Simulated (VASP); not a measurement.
Write the native input for VASP 6.6.1 that does the following.

```
Task                   : single point
Functional             : PBE
Potentials or basis    : VASP PAW PBE potentials, release 64 (Mg, Hf_pv, O)
Cutoff                 : 520 eV
k mesh                 : 6 × 6 × 6
Occupations            : gaussian, width 0.1 eV
Spin                   : no spin polarisation
Dipole correction      : no
Further INCAR settings : ALGO = Normal; EDIFF = 1e-06; NBANDS = 16
```

The structure of HfMgO lies in POSCAR:

```
HfMgO
1.0
    3.4716676800      0.0000000000      0.0000000000
    0.0000000000      3.4716676800      0.0000000000
    0.0000000000      0.0000000000      3.5430491100
Mg Hf O
1 1 1
Direct
    0.5000000000      0.5000000000      0.5000000000
    0.0000000000      0.0000000000      0.0000000000
    0.5000000000      0.5000000000      0.0000000000
```

The input as run:

INCAR

```
PREC = Accurate
ENCUT = 520
EDIFF = 1E-6
ISMEAR = 0
SIGMA = 0.1
LREAL = F
LASPH = T
NELM = 80
ALGO = Normal
ISIF = 2
LWAVE = F
LCHARG = F
GGA = PE
NBANDS = 16
```

KPOINTS

```
regular mesh
0
Gamma
  6 6 6
```

Potentials or basis: VASP PAW PBE potentials, release 64 (Mg, Hf_pv, O).

Run with:

```sh
$ cat potpaw_PBE.64/Mg/POTCAR potpaw_PBE.64/Hf_pv/POTCAR potpaw_PBE.64/O/POTCAR > POTCAR
$ mpirun -np 1 vasp_std > vasp.out
```

Results of the run:

The pressure is 10.2 GPa and the band gap on the k mesh is zero (band 9 reaches 6.74 eV, above the bottom of band 10 at 5.01 eV).

Caveat: spin-orbit coupling is left out, which moves the levels of the heavy elements.

Wall time 20 s on 1 thread of Intel(R) Xeon(R) Platinum 8259CL CPU @ 2.50GHz (Skylake/Cascade Lake), on a shared host, peak memory 0.18 GiB.
